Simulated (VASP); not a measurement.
# BeSb in VASP: notebook

Runs on BeSb. Level: PBE. Tasks: single point.

Program: VASP 6.6.1. These are calculated values, not measurements. Logs are shortened: lines on timing, memory, paths and dates and some standing lists are left out, and cuts for length are marked.

**1. The cell of the first run**

The cell holds a sheet with vacuum, 2 atoms: a = 3.164 Å, b = 3.164 Å, c = 16.000 Å, α = 90.00°, β = 90.00°, γ = 120.00°.

**2. Single point, PBE**

The input, INCAR:

```
PREC = Accurate
ENCUT = 520
EDIFF = 1E-6
ISMEAR = 0
SIGMA = 0.1
LREAL = False
LASPH = True
NELM = 80
ALGO = Normal
ISIF = 2
LWAVE = False
LCHARG = False
LDIPOL = True
IDIPOL = 3
DIPOL = 0.5 0.5 0.500
GGA = PE
NBANDS = 10
```

The input, KPOINTS:

```
Automatic mesh
0
Gamma
  6 6 1
```

The input, POSCAR:

```
BeSb
1.0
    3.1643234900      0.0000000000      0.0000000000
   -1.5821621000      2.7403848300      0.0000000000
    0.0000000000      0.0000000000     16.0000000000
Be Sb
1 1
Direct
    0.6666666700      0.3333333300      0.4505683900
    0.3333333300      0.6666666700      0.5494316100
```

Potentials or basis: VASP PAW PBE potentials, release 64 (Be, Sb).

On the command line:

```bash
$ cat potpaw_PBE.64/Be/POTCAR potpaw_PBE.64/Sb/POTCAR > POTCAR
$ mpirun -np 1 vasp_std > vasp.out
```

OUTCAR:

```text
PREC = Accurate
   ENCUT = 520
   EDIFF = 1E-6
   ISMEAR = 0
   LREAL = False
   LASPH = True
   NELM = 80
   ISIF = 2
   GGA = PE

 ion  position               nearest neighbor table
   1  0.667  0.333  0.451-   2 2.42   2 2.42   2 2.42
   2  0.333  0.667  0.549-   1 2.42   1 2.42   1 2.42

  LATTYP: Found a hexagonal cell.
 ALAT       =     3.1643234900
 C/A-ratio  =     5.0563730448

  Lattice vectors:

 A1 = (   3.1643234900,   0.0000000000,   0.0000000000)
 A2 = (  -1.5821621000,   2.7403848300,   0.0000000000)
 A3 = (   0.0000000000,   0.0000000000,  16.0000000000)

Analysis of symmetry for initial positions (statically):
=====================================================================
 Subroutine PRICEL returns:
 Original cell was already a primitive cell.

 Routine SETGRP: Setting up the symmetry group for a
 hexagonal supercell.

 Subroutine GETGRP returns: Found  6 space group operations
 (whereof  6 operations were pure point group operations)
 out of a pool of 24 trial point group operations.

The static configuration has the point symmetry C_3v.

Analysis of symmetry for dynamics (positions and initial velocities):
=====================================================================
 Subroutine PRICEL returns:
 Original cell was already a primitive cell.

 Routine SETGRP: Setting up the symmetry group for a
 hexagonal supercell.

 Subroutine GETGRP returns: Found  6 space group operations
 (whereof  6 operations were pure point group operations)
 out of a pool of 24 trial point group operations.

The dynamic configuration has the point symmetry C_3v.

 Subroutine INISYM returns: Found  6 space group operations
 (whereof  6 operations are pure point group operations),
 and found     1 'primitive' translations

----------------------------------------------------------------------------------------

                                     Primitive cell

  volume of cell :     138.7434

  direct lattice vectors                    reciprocal lattice vectors
     3.164323490  0.000000000  0.000000000     0.316023315  0.182456167  0.000000000
    -1.582162100  2.740384830  0.000000000     0.000000000  0.364912252  0.000000000
     0.000000000  0.000000000 16.000000000     0.000000000  0.000000000  0.062500000

  length of vectors
     3.164323490  3.164323929 16.000000000     0.364912303  0.364912252  0.062500000

  position of ions in fractional coordinates (direct lattice)
     0.666666670  0.333333330  0.450568390
     0.333333330  0.666666670  0.549431610

  ion indices of the primitive-cell ions
[... 72 lines left out ...]
   ISMEAR =     0;   SIGMA  =   0.10  broadening in eV -4-tet -1-fermi 0-gaus
   EFERMI_NEDOS =   21; number of points for ismear=-14 and -15
   IALGO  =     38    algorithm
   IMIX   =      4    mixing-type and parameters
     AMIX     =   0.40;   BMIX     =  1.00
     AMIX_MAG =   1.60;   BMIX_MAG =  1.00
  volume/ion in A,a.u.               =      69.37       468.14
  Fermi-wavevector in a.u.,A,eV,Ry     =   0.604928  1.143147  4.978880  0.365937
  Thomas-Fermi vector in A             =   1.658462
   LORBIT       =      0    0 simple, 1 ext, 2 COOP (PROOUT), +10 PAW based schemes
   GGA     = PE    functional components
   LHFCALC =     F    Hartree Fock is set to
   AEXX    =    0.0000 exact exchange contribution
   IVDW    =     0    specifies the selected vdW correction
   LEPSILON=     F    determine dielectric tensor
   LRPA    =     F    only Hartree local field effects (RPA)
 non-spin polarized calculation
 Gauss-broadening in eV      SIGMA  =   0.10
  energy-cutoff  :      520.00
  volume of cell :      138.74
 maximum number of plane-waves:      3750
 NGX is ok and might be reduce to    24
   NGX = 11   NGY = 11   NGZ = 59

 dipolmoment           0.000000      0.000000     -0.000004 electrons x Angstroem

 number of electron       7.0000000 magnetization

 dipolmoment           0.000000      0.000000      0.003282 electrons x Angstroem

 Free energy of the ion-electron system (eV)
  ---------------------------------------------------
  ext. energy  EPLUGINS =         0.00000000
  ---------------------------------------------------
  free energy    TOTEN  =        -5.72352196 eV

  energy without entropy =       -5.71495183  energy(sigma->0) =       -5.71923689

 E-fermi :  -1.0595     XC(G=0):  -3.6326

 val. band max:       -1.0900028073   @ k =   0.1667   0.1667   0.0000
 cond. band min:      -0.4974756675   @ k =   0.5000   0.0000   0.0000
 fundamental gap:      0.5925271399
 Fermi energy:        -1.0595457879

 k-point     1 :       0.0000    0.0000    0.0000
  band No.  band energies     occupation
      1     -13.8537      2.00000
      2      -6.3562      2.00000
      3      -2.1103      2.00000
      4       2.3417      0.00000
      5       2.8387      0.00000
      6       3.6046      0.00000
      7       3.6046      0.00000
      8       4.4219      0.00000
      9       4.9340      0.00000
     10       6.3540      0.00000
[... 66 lines left out ...]
 k-point     7 :       0.3333    0.3333    0.0000
  band No.  band energies     occupation
      1      -8.8421      2.00000
      2      -5.9960      2.00000
      3      -5.3714      2.00000
      4      -2.0849      2.00000
      5       0.7033      0.00000
      6       0.8212      0.00000
      7       3.8455      0.00000
      8       4.6834      0.00000
      9       6.5351      0.00000
     10       8.6983      0.00000

------------------------ aborting loop because EDIFF is reached ----------------------------------------

 vacuum level on the upper side and lower side of the slab       (xc-potential included)        -0.027        -0.160

  FORCE on cell =-STRESS in cart. coord.  units (eV):
  Direction    XX          YY          ZZ          XY          YZ          ZX
  --------------------------------------------------------------------------------------
  -------------------------------------------------------------------------------------
  Total        2.3363986      2.3363991      1.3822994     -0.0000003      0.0000000     -0.0000000
  in kB       26.9801959     26.9802018     15.9624768     -0.0000035      0.0000000     -0.0000000
  external PRESSURE =      23.3076248 kB  Pullay stress =       0.0000000 kB

 VOLUME and BASIS-vectors are now :
 -----------------------------------------------------------------------------
  energy-cutoff  :      520.00
  volume of cell :      138.74
      direct lattice vectors                 reciprocal lattice vectors
     3.164323490  0.000000000  0.000000000     0.316023315  0.182456167  0.000000000
    -1.582162100  2.740384830  0.000000000     0.000000000  0.364912252  0.000000000
     0.000000000  0.000000000 16.000000000     0.000000000  0.000000000  0.062500000

 POSITION                                       TOTAL-FORCE (eV/Angst)
 -----------------------------------------------------------------------------------
      1.58216      0.91346      7.20909        -0.000000      0.000000     -0.874764
     -0.00000      1.82692      8.79091         0.000000     -0.000000      0.874764
 -----------------------------------------------------------------------------------
    total drift:                                0.000002     -0.000002      0.000226

  FREE ENERGIE OF THE ION-ELECTRON SYSTEM (eV)
  ---------------------------------------------------
  free  energy   TOTEN  =        -5.7235219587 eV

  energy  without entropy=       -5.7149518298  energy(sigma->0) =       -5.71923689

 vacuum level on the upper side and lower side of the slab         3.153         3.078
```

stdout:

```text
POSCAR found type information on POSCAR BeSb
 POSCAR found :  2 types and       2 ions
 scaLAPACK will be used
 LDA part: xc-table for (Slater+PW92), standard interpolation
 POSCAR, INCAR and KPOINTS ok, starting setup
 FFT: planning ... GRIDC
 FFT: planning ... GRID_SOFT
 FFT: planning ... GRID
 WAVECAR not read
 entering main loop
```

It took 19 s on 1 thread of Intel Xeon 8259CL, shared host; peak memory 0.23 GiB.

What came out:

```yaml
Free_energy: -5.7235 eV
Largest_force: 0.875 eV/Å
Band_gap_on_the_k_mesh: zero (an odd number of electrons rules out a gap without spin polarisation)
```

Forces in eV/Å, atoms in the order of the input:
```
Be   0.000  0.000 -0.875
Sb   0.000  0.000  0.875
```

Caveat: the k points lie up to 0.38 Å⁻¹ apart, too coarse for converged energies and pressures of a metal; spin-orbit coupling is left out, which moves the levels of the heavy elements.

**3. Single point, PBE**

This run uses another cell than the first one.

The input, INCAR:

```
  PREC = Accurate
  ENCUT = 520
  EDIFF = 1E-6
  ISMEAR = 0
  SIGMA = 0.1
  LREAL = False
  LASPH = True
  NELM = 60
  ALGO = Normal
  ISIF = 2
  LWAVE = False
  LCHARG = True
  LDIPOL = True
  IDIPOL = 3
  DIPOL = 0.5 0.5 0.297
  GGA = PE
  LELF = True
  LVHAR = True
  LVACPOTAV = True
  NBANDS = 10
```

The input, KPOINTS:

```
regular mesh
0
Gamma
  6 6 1
```

The input, POSCAR:

```
BeSb
1.0
    3.2979749159      0.0000002136      0.0000000000
   -1.6489876429      2.8561299514      0.0000000000
    0.0000000000      0.0000000000     26.9636230400
Be Sb
1 1
Direct
    0.6666666667      0.3333333333      0.2667136113
    0.3333333333      0.6666666667      0.3266784553
```

Potentials or basis: VASP PAW PBE potentials, release 64 (Be, Sb).

On the command line:

```bash
$ cat potpaw_PBE.64/Be/POTCAR potpaw_PBE.64/Sb/POTCAR > POTCAR
$ mpirun -np 1 vasp_std > vasp.out
```

It took 84 s on 1 thread of Intel Xeon 8259CL, shared host; peak memory 0.37 GiB.

The run converged. Its results:

```yaml
Free_energy: -5.8363 eV
Largest_force: 0.081 eV/Å
Band_gap_on_the_k_mesh: zero (an odd number of electrons rules out a gap without spin polarisation)
```

Forces in eV/Å, atoms in the order of the input:
```
Be   0.000  0.000 -0.081
Sb   0.000  0.000  0.081
```

Levels at points of the mesh, in eV from the Fermi level:
| k point | band 1 | band 2 | band 3 | band 4 | band 5 | band 6 | band 7 |
| --- | --- | --- | --- | --- | --- | --- | --- |
| (0.00, 0.00, 0.00) | -12.04 | -4.85 | -0.78 | 3.45 | 3.97 | 3.97 | 4.03 |
| (0.50, 0.00, 0.00) | -8.59 | -5.77 | -1.80 | 0.52 | 0.84 | 3.14 | 4.46 |

Caveat: the k points lie up to 0.37 Å⁻¹ apart, too coarse for converged energies and pressures of a metal; spin-orbit coupling is left out, which moves the levels of the heavy elements.

**4. Single point, PBE**

This run uses another cell than the first one.

The input, INCAR:

```
  ALGO = Normal
  DIPOL = 0.5 0.5 0.297
  EDIFF = 1E-6
  ENCUT = 520
  GGA = PE
  IDIPOL = 3
  ISIF = 2
  ISMEAR = 0
  LASPH = T
  LCHARG = F
  LDIPOL = T
  LREAL = F
  LWAVE = F
  NBANDS = 10
  NELM = 80
  PREC = Accurate
  SIGMA = 0.1
```

The input, KPOINTS:

```
k-points
0
Gamma
  18 18 1
```

POSCAR is that of step 3.

On the command line:

```bash
$ cat potpaw_PBE.64/Be/POTCAR potpaw_PBE.64/Sb/POTCAR > POTCAR
$ mpirun -np 1 vasp_std > vasp.out
```

Run time: 4.5 min. Hardware: 1 thread of Intel Xeon 8259CL, shared host; peak memory 0.45 GiB.

Results (log left out):

* Free energy: -5.7730 eV
* Largest force: 0.008 eV/Å
* Band gap on the k mesh: zero (an odd number of electrons rules out a gap without spin polarisation)

Forces in eV/Å, atoms in the order of the input:
```
Be   0.000  0.000  0.008
Sb   0.000  0.000 -0.008
```

Levels at points of the mesh, in eV from the Fermi level:
| k point | band 1 | band 2 | band 3 | band 4 | band 5 | band 6 | band 7 |
| --- | --- | --- | --- | --- | --- | --- | --- |
| (0.00, 0.00, 0.00) | -12.16 | -4.98 | -0.93 | 3.28 | 3.84 | 3.84 | 3.84 |
| (0.50, 0.00, 0.00) | -8.71 | -5.89 | -1.93 | 0.37 | 0.71 | 2.99 | 4.32 |

Caveat: spin-orbit coupling is left out, which moves the levels of the heavy elements.

**5. Overview**

| cell | k mesh | gap on the mesh (eV) | largest force (eV/Å) |
| --- | --- | --- | --- |
| a = 3.164, b = 3.164, c = 16.000 Å, angles 90.0, 90.0, 120.0°, 2 atoms, atomic positions A | 6 × 6 × 1 | none | 0.87 |
| a = 3.298, b = 3.298, c = 26.964 Å, angles 90.0, 90.0, 120.0°, 2 atoms, atomic positions B | 6 × 6 × 1 | none | 0.08 |
| a = 3.298, b = 3.298, c = 26.964 Å, angles 90.0, 90.0, 120.0°, 2 atoms, atomic positions B | 18 × 18 × 1 | none | 0.01 |

Alike in all rows: task single point; level PBE; potentials or basis VASP PAW PBE potentials, release 64 (Be, Sb); no spin polarisation; cutoff (eV) 520; smearing gaussian 0.1 eV.

Caveats: some runs use coarse meshes; spin-orbit coupling is left out, which moves the levels of the heavy elements.

Absolute energies hang on the potentials; compare differences alone.
